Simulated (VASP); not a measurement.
# Cs in VASP: a series of runs

The runs below take Cs through single point, with LDA.

All numbers are computed with VASP 6.6.1; they aren't measurements. Logs are shortened: lines on timing, memory, paths and dates and some standing lists are left out, and cuts for length are marked.

### Step 1. The cell of the first run

The structure is cubic, space group Im-3m (No. 229). The conventional cell has a = 6.085 Å, b = 6.085 Å, c = 6.085 Å, α = 90.00°, β = 90.00°, γ = 90.00°.

### Step 2. Single point, LDA (volume scaled by 1.02)

INCAR reads:

```
SYSTEM = Cs
  ALGO = Normal
  EDIFF = 1E-6
  ENCUT = 520
  ISIF = 2
  ISMEAR = -1
  LASPH = .True.
  LCHARG = .False.
  LREAL = .False.
  LWAVE = .False.
  NBANDS = 10
  NELM = 60
  PREC = Accurate
  SIGMA = 0.05
```

KPOINTS reads:

```
k-points
0
Gamma
  9 9 9
  0 0 0
```

POSCAR reads:

```
Cs
1.0
   -3.0425171396      3.0425171396      3.0425171396
    3.0425171396     -3.0425171396      3.0425171396
    3.0425171396      3.0425171396     -3.0425171396
Cs
1
Direct
    0.0000000000      0.0000000000      0.0000000000
```

Potentials or basis: VASP PAW LDA potentials, release 64 (Cs_sv).

Run with:

```sh
cat potpaw_LDA.64/Cs_sv/POTCAR > POTCAR
mpirun -np 1 vasp_std > vasp.out
```

OUTCAR:

```text
SYSTEM = Cs
   EDIFF = 1E-6
   ENCUT = 520
   ISIF = 2
   ISMEAR = -1
   LASPH = .True.
   LREAL = .False.
   NELM = 60
   PREC = Accurate

 ion  position               nearest neighbor table
   1  0.000  0.000  0.000-

  LATTYP: Found a body centered cubic cell.
 ALAT       =     6.0850342792

  Lattice vectors:

 A1 = (  -3.0425171396,   3.0425171396,   3.0425171396)
 A2 = (   3.0425171396,  -3.0425171396,   3.0425171396)
 A3 = (   3.0425171396,   3.0425171396,  -3.0425171396)

Analysis of symmetry for initial positions (statically):
=====================================================================
 Subroutine PRICEL returns:
 Original cell was already a primitive cell.

 Routine SETGRP: Setting up the symmetry group for a
 body centered cubic supercell.

 Subroutine GETGRP returns: Found 48 space group operations
[... 9 lines left out ...]

 Routine SETGRP: Setting up the symmetry group for a
 body centered cubic supercell.

 Subroutine GETGRP returns: Found 48 space group operations
[... 11 lines left out ...]
                                     Primitive cell

  volume of cell :     112.6572

  direct lattice vectors                    reciprocal lattice vectors
    -3.042517140  3.042517140  3.042517140     0.000000000  0.164337612  0.164337612
     3.042517140 -3.042517140  3.042517140     0.164337612  0.000000000  0.164337612
     3.042517140  3.042517140 -3.042517140     0.164337612  0.164337612  0.000000000

  length of vectors
     5.269794269  5.269794269  5.269794269     0.232408479  0.232408479  0.232408479

  position of ions in fractional coordinates (direct lattice)
     0.000000000  0.000000000  0.000000000

  ion indices of the primitive-cell ions
   primitive index   ion index
                 1           1

----------------------------------------------------------------------------------------

 KPOINTS: k-points

Automatic generation of k-mesh.
 Grid dimensions read from file:
 generate k-points for:    9    9    9

 Generating k-lattice:

  Cartesian coordinates                     Fractional coordinates (reciprocal lattice)
     0.000000000  0.018259735  0.018259735     0.111111111  0.000000000  0.000000000
     0.018259735  0.000000000  0.018259735     0.000000000  0.111111111  0.000000000
     0.018259735  0.018259735  0.000000000     0.000000000  0.000000000  0.111111111

  Length of vectors
     0.025823164  0.025823164  0.025823164

  Shift w.r.t. Gamma in fractional coordinates (k-lattice)
     0.000000000  0.000000000  0.000000000

 Subroutine IBZKPT returns following result:
 ===========================================

 Found     35 irreducible k-points:

 Following reciprocal coordinates:
            Coordinates               Weight
  0.000000  0.000000  0.000000      1.000000
  0.111111  0.000000  0.000000     12.000000
  0.222222  0.000000  0.000000     12.000000
  0.333333  0.000000  0.000000     12.000000
  0.444444  0.000000  0.000000     12.000000
  0.111111  0.111111  0.000000     24.000000
[... 16 lines left out ...]
 -0.333333  0.444444  0.111111     48.000000
 -0.444444 -0.444444  0.111111     24.000000
 [... further k-points ...]
   k-points           NKPTS =     35   k-points in BZ     NKDIM =     35   number of bands    NBANDS=     10
   number of dos      NEDOS =    301   number of ions     NIONS =      1
   total plane-waves  NPLWV =  64000
   dimension x,y,z NGX =    40 NGY =   40 NGZ =   40
   dimension x,y,z NGXF=    80 NGYF=   80 NGZF=   80
   ions per type =               1
   NGX,Y,Z   is equivalent  to a cutoff of  12.62, 12.62, 12.62 a.u.
   NGXF,Y,Z  is equivalent  to a cutoff of  25.24, 25.24, 25.24 a.u.
 SYSTEM =  Cs
   PREC   = accura    normal or accurate (medium, high low for compatibility)
   ISTART =      0    job   : 0-new  1-cont  2-samecut
   ICHARG =      2    charge: 1-file 2-atom 10-const
   ISPIN  =      1    spin polarized calculation?
   LNONCOLLINEAR =      F non collinear calculations
   LSORBIT =      F    spin-orbit coupling
   LASPH  =      T    aspherical Exc in radial PAW
   ENCUT  =  520.0 eV  38.22 Ry    6.18 a.u.   9.80  9.80  9.80*2*pi/ulx,y,z
   NELM   =     60;   NELMIN=  2; NELMDL= -5     # of ELM steps
   EDIFF  = 0.1E-05   stopping-criterion for ELM
   LREAL  =      F    real-space projection
   EDIFFG = 0.1E-04   stopping-criterion for IOM
   NSW    =      0    number of steps for IOM
   IBRION =     -1    ionic relax: 0-MD 1-quasi-New 2-CG
   NFREE  =      0    steps in history (QN), initial steepest desc. (CG)
   ISIF   =      2    stress and relaxation
   ISYM   =      2    0-nonsym 1-usesym 2-fastsym
   POTIM  = 0.5000    time-step for ionic-motion
   TEBEG  =    0.0;   TEEND  =   0.0 temperature during run
   PSTRESS=    0.0 pullay stress
   NELECT =       9.0000    total number of electrons
   NUPDOWN=      -1.0000    fix difference up-down
   EMIN   =  10.00;   EMAX   =-10.00  energy-range for DOS
[... 5 lines left out ...]
     AMIX     =   0.40;   BMIX     =  1.00
     AMIX_MAG =   1.60;   BMIX_MAG =  1.00
  volume/ion in A,a.u.               =     112.66       760.25
  Fermi-wavevector in a.u.,A,eV,Ry     =   0.705076  1.332401  6.763895  0.497132
  Thomas-Fermi vector in A             =   1.790490
   LORBIT       =      0    0 simple, 1 ext, 2 COOP (PROOUT), +10 PAW based schemes
   GGA     = CA    functional components
   LHFCALC =     F    Hartree Fock is set to
   AEXX    =    0.0000 exact exchange contribution
   IVDW    =     0    specifies the selected vdW correction
   LEPSILON=     F    determine dielectric tensor
   LRPA    =     F    only Hartree local field effects (RPA)
 non-spin polarized calculation
  energy-cutoff  :      520.00
  volume of cell :      112.66
 maximum number of plane-waves:      3055
   NGX = 19   NGY = 19   NGZ = 19

 number of electron       9.0000000 magnetization

 Free energy of the ion-electron system (eV)
  ---------------------------------------------------
  ext. energy  EPLUGINS =         0.00000000
  ---------------------------------------------------
  free energy    TOTEN  =        -0.98163911 eV

  energy without entropy =       -0.97162892  energy(sigma->0) =       -0.97663402

 E-fermi :   0.3373     XC(G=0):  -5.5970

 val. band max:        0.3348558103   @ k =  -0.3333   0.4444   0.1111
 cond. band min:       0.3812025901   @ k =  -0.4444   0.4444   0.1111
 fundamental gap:      0.0463467797
 Fermi energy:         0.3372606805

 k-point     1 :       0.0000    0.0000    0.0000
  band No.  band energies     occupation
      1     -23.4764      2.00000
      2     -10.2081      2.00000
      3     -10.2081      2.00000
      4     -10.2081      2.00000
      5      -1.3688      2.00000
      6       2.7671      0.00000
      7       2.7671      0.00000
      8       2.7671      0.00000
      9       3.6755      0.00000
     10       3.6755      0.00000

 k-point     2 :       0.1111    0.0000    0.0000
  band No.  band energies     occupation
      1     -23.4754      2.00000
      2     -10.2265      2.00000
      3     -10.2141      2.00000
      4     -10.2081      2.00000
      5      -1.2287      2.00000
      6       2.6288      0.00000
      7       2.6418      0.00000
      8       2.9075      0.00000
      9       3.4889      0.00000
     10       3.6565      0.00000

 k-point     3 :       0.2222    0.0000    0.0000
  band No.  band energies     occupation
      1     -23.4732      2.00000
      2     -10.2723      2.00000
      3     -10.2291      2.00000
      4     -10.2082      2.00000
      5      -0.8347      2.00000
      6       2.1932      0.00000
      7       2.3460      0.00000
      8       3.3206      0.00000
      9       3.4759      0.00000
     10       3.6657      0.00000

 k-point     4 :       0.3333    0.0000    0.0000
  band No.  band energies     occupation
      1     -23.4707      2.00000
      2     -10.3229      2.00000
      3     -10.2460      2.00000
      4     -10.2082      2.00000
      5      -0.2740      1.99999
      6       1.7047      0.00000
      7       2.0936      0.00000
      8       3.5853      0.00000
      9       3.7937      0.00000
     10       3.9807      0.00000

 k-point     5 :       0.4444    0.0000    0.0000
  band No.  band energies     occupation
      1     -23.4690      2.00000
      2     -10.3551      2.00000
      3     -10.2570      2.00000
      4     -10.2083      2.00000
      5       0.2461      1.72187
      6       1.3573      0.00000
      7       1.9535      0.00000
      8       3.5138      0.00000
      9       4.0360      0.00000
     10       4.8709      0.00000

 k-point     6 :       0.1111    0.1111    0.0000
  band No.  band energies     occupation
      1     -23.4739      2.00000
      2     -10.2580      2.00000
      3     -10.2208      2.00000
      4     -10.2125      2.00000
      5      -0.9606      2.00000
      6       2.3552      0.00000
      7       2.4115      0.00000
      8       3.1860      0.00000
      9       3.3332      0.00000
     10       3.7707      0.00000
[... 183 lines left out ...]
 k-point    21 :      -0.2222    0.3333    0.1111
  band No.  band energies     occupation
      1     -23.4702      2.00000
      2     -10.3030      2.00000
      3     -10.2535      2.00000
      4     -10.2314      2.00000
      5      -0.2391      1.99998
      6       1.8511      0.00000
      7       2.2733      0.00000
      8       2.8937      0.00000
      9       3.6631      0.00000
     10       3.9818      0.00000

 k-point    22 :      -0.4444    0.4444    0.1111
  band No.  band energies     occupation
      1     -23.4683      2.00000
      2     -10.3503      2.00000
      3     -10.2638      2.00000
      4     -10.2214      2.00000
      5       0.3812      0.58684
      6       1.3267      0.00000
      7       2.0715      0.00000
      8       2.9989      0.00000
      9       3.9949      0.00000
     10       4.7653      0.00000

 k-point    23 :      -0.3333    0.4444    0.1111
  band No.  band energies     occupation
      1     -23.4682      2.00000
      2     -10.3327      2.00000
      3     -10.2730      2.00000
      4     -10.2324      2.00000
      5       0.3349      1.02404
      6       1.4655      0.00000
      7       2.0545      0.00000
      8       3.0053      0.00000
      9       3.7002      0.00000
     10       4.4029      0.00000

 k-point    24 :      -0.4444   -0.4444    0.1111
  band No.  band energies     occupation
      1     -23.4674      2.00000
      2     -10.3444      2.00000
      3     -10.2810      2.00000
      4     -10.2323      2.00000
      5       0.7258      0.00084
      6       1.2132      0.00000
      7       1.9317      0.00000
      8       2.9320      0.00000
      9       3.9196      0.00000
     10       4.6357      0.00000

 [... further k-points ...]
[... 5 lines left out ...]
  --------------------------------------------------------------------------------------
  -------------------------------------------------------------------------------------
  Total       -0.2245683     -0.2245683     -0.2245683      0.0000000      0.0000000     -0.0000000
  in kB       -3.1937432     -3.1937432     -3.1937432      0.0000000      0.0000000     -0.0000000
  external PRESSURE =      -3.1937432 kB  Pullay stress =       0.0000000 kB

 VOLUME and BASIS-vectors are now :
 -----------------------------------------------------------------------------
  energy-cutoff  :      520.00
  volume of cell :      112.66
      direct lattice vectors                 reciprocal lattice vectors
    -3.042517140  3.042517140  3.042517140     0.000000000  0.164337612  0.164337612
     3.042517140 -3.042517140  3.042517140     0.164337612  0.000000000  0.164337612
     3.042517140  3.042517140 -3.042517140     0.164337612  0.164337612  0.000000000

 POSITION                                       TOTAL-FORCE (eV/Angst)
 -----------------------------------------------------------------------------------
      0.00000      0.00000      0.00000         0.000000     -0.000000     -0.000000
 -----------------------------------------------------------------------------------
    total drift:                               -0.000000      0.000000     -0.000000

  FREE ENERGIE OF THE ION-ELECTRON SYSTEM (eV)
  ---------------------------------------------------
  free  energy   TOTEN  =        -0.9816391122 eV

  energy  without entropy=       -0.9716289227  energy(sigma->0) =       -0.97663402
```

It took 8.5 s on 1 thread of Intel Xeon 6975P-C (Granite Rapids), shared host; peak memory 0.2 GiB.

Results:

| Quantity | Value |
| --- | --- |
| Free energy | -0.9816 eV |
| Pressure | -0.3 GPa |

Caveat: spin-orbit coupling is left out, which moves the levels of the heavy elements.

### Step 3. Single point, LDA (volume scaled by 1.04)

INCAR reads:

```
SYSTEM = Cs
PREC = Accurate
ENCUT = 520
EDIFF = 1E-6
ISMEAR = -1
SIGMA = 0.05
LREAL = .False.
LASPH = .True.
NELM = 100
ALGO = Normal
ISIF = 2
LWAVE = .False.
LCHARG = .False.
GGA = CA
NBANDS = 10
```

KPOINTS reads:

```
regular mesh
0
Gamma
  9 9 9
  0 0 0
```

POSCAR reads:

```
Cs
1.0
   -3.0622742980      3.0622742980      3.0622742980
    3.0622742980     -3.0622742980      3.0622742980
    3.0622742980      3.0622742980     -3.0622742980
Cs
1
Direct
    0.0000000000      0.0000000000      0.0000000000
```

Potentials or basis: VASP PAW LDA potentials, release 64 (Cs_sv).

Run with:

```sh
cat potpaw_LDA.64/Cs_sv/POTCAR > POTCAR
mpirun -np 1 vasp_std > vasp.out
```

OUTCAR:

```text
SYSTEM = Cs
   PREC = Accurate
   ENCUT = 520
   EDIFF = 1E-6
   ISMEAR = -1
   LREAL = .False.
   LASPH = .True.
   NELM = 100
   ISIF = 2
   GGA = CA

 ion  position               nearest neighbor table
   1  0.000  0.000  0.000-

  LATTYP: Found a body centered cubic cell.
 ALAT       =     6.1245485960

  Lattice vectors:

 A1 = (  -3.0622742980,   3.0622742980,   3.0622742980)
 A2 = (   3.0622742980,  -3.0622742980,   3.0622742980)
 A3 = (   3.0622742980,   3.0622742980,  -3.0622742980)

Analysis of symmetry for initial positions (statically):
=====================================================================
 Subroutine PRICEL returns:
 Original cell was already a primitive cell.

 Routine SETGRP: Setting up the symmetry group for a
 body centered cubic supercell.

 Subroutine GETGRP returns: Found 48 space group operations
[... 9 lines left out ...]

 Routine SETGRP: Setting up the symmetry group for a
 body centered cubic supercell.

 Subroutine GETGRP returns: Found 48 space group operations
[... 11 lines left out ...]
                                     Primitive cell

  volume of cell :     114.8662

[... 130 lines left out ...]

  energy without entropy =       -0.96725165  energy(sigma->0) =       -0.97223316

 E-fermi :   0.2896     XC(G=0):  -5.5470

 val. band max:        0.2849671600   @ k =  -0.3333   0.4444   0.1111
 cond. band min:       0.3363565353   @ k =  -0.4444   0.4444   0.1111
 fundamental gap:      0.0513893753
 Fermi energy:         0.2896258914

 k-point     1 :       0.0000    0.0000    0.0000
  band No.  band energies     occupation
      1     -23.5363      2.00000
      2     -10.2712      2.00000
      3     -10.2712      2.00000
      4     -10.2712      2.00000
      5      -1.3966      2.00000
      6       2.7071      0.00000
      7       2.7071      0.00000
      8       2.7071      0.00000
      9       3.6005      0.00000
     10       3.6005      0.00000
[... 287 lines left out ...]
 k-point    24 :      -0.4444   -0.4444    0.1111
  band No.  band energies     occupation
      1     -23.5282      2.00000
      2     -10.3988      2.00000
      3     -10.3396      2.00000
      4     -10.2939      2.00000
      5       0.6804      0.00081
      6       1.1551      0.00000
      7       1.8793      0.00000
      8       2.8634      0.00000
      9       3.8328      0.00000
     10       4.5200      0.00000

 [... further k-points ...]
[... 5 lines left out ...]
  --------------------------------------------------------------------------------------
  -------------------------------------------------------------------------------------
  Total       -0.2469708     -0.2469708     -0.2469708     -0.0000000      0.0000000      0.0000000
  in kB       -3.4447989     -3.4447989     -3.4447989     -0.0000000      0.0000000      0.0000000
  external PRESSURE =      -3.4447989 kB  Pullay stress =       0.0000000 kB

 VOLUME and BASIS-vectors are now :
 -----------------------------------------------------------------------------
  energy-cutoff  :      520.00
  volume of cell :      114.87
      direct lattice vectors                 reciprocal lattice vectors
    -3.062274298  3.062274298  3.062274298     0.000000000  0.163277339  0.163277339
     3.062274298 -3.062274298  3.062274298     0.163277339  0.000000000  0.163277339
     3.062274298  3.062274298 -3.062274298     0.163277339  0.163277339  0.000000000

 POSITION                                       TOTAL-FORCE (eV/Angst)
 -----------------------------------------------------------------------------------
      0.00000      0.00000      0.00000        -0.000000     -0.000000     -0.000000
 -----------------------------------------------------------------------------------
    total drift:                               -0.000000     -0.000000     -0.000000

  FREE ENERGIE OF THE ION-ELECTRON SYSTEM (eV)
  ---------------------------------------------------
  free  energy   TOTEN  =        -0.9772146580 eV

  energy  without entropy=       -0.9672516538  energy(sigma->0) =       -0.97223316
```

OSZICAR:

```text
N       E                     dE             d eps       ncg     rms          rms(c)
DAV:   1     0.508378091990E+02    0.50838E+02   -0.29599E+03   700   0.630E+02
DAV:   2     0.437458353406E+01   -0.46463E+02   -0.45414E+02   880   0.107E+02
DAV:   3    -0.896954420923E+00   -0.52715E+01   -0.52643E+01   810   0.410E+01
DAV:   4    -0.977224587687E+00   -0.80270E-01   -0.80258E-01   862   0.612E+00
DAV:   5    -0.977679202513E+00   -0.45461E-03   -0.45460E-03   968   0.432E-01    0.127E-01
DAV:   6    -0.977152947942E+00    0.52625E-03   -0.13320E-03   904   0.163E-01    0.832E-02
DAV:   7    -0.977175542844E+00   -0.22595E-04   -0.24000E-03   908   0.218E-01    0.349E-02
DAV:   8    -0.977213867559E+00   -0.38325E-04   -0.69253E-05   808   0.513E-02    0.399E-03
DAV:   9    -0.977214658005E+00   -0.79045E-06   -0.18671E-06   960   0.680E-03
   1 F= -.97721466E+00 E0= -.97223316E+00  d E =-.996300E-02
```

Wall time 9.4 s (1 thread of Intel Xeon 6975P-C (Granite Rapids), shared host); peak memory 0.2 GiB.

Results:

- Free energy: -0.9772 eV
- Pressure: -0.3 GPa

Levels at points of the mesh, in eV from the Fermi level:
```csv
k point,band 3,band 4,band 5,band 6,band 7,band 8
"(0.00, 0.00, 0.00)",-10.56,-10.56,-1.69,2.42,2.42,2.42
```

Caveat: spin-orbit coupling is left out, which moves the levels of the heavy elements.

[end of part 1 of 2]
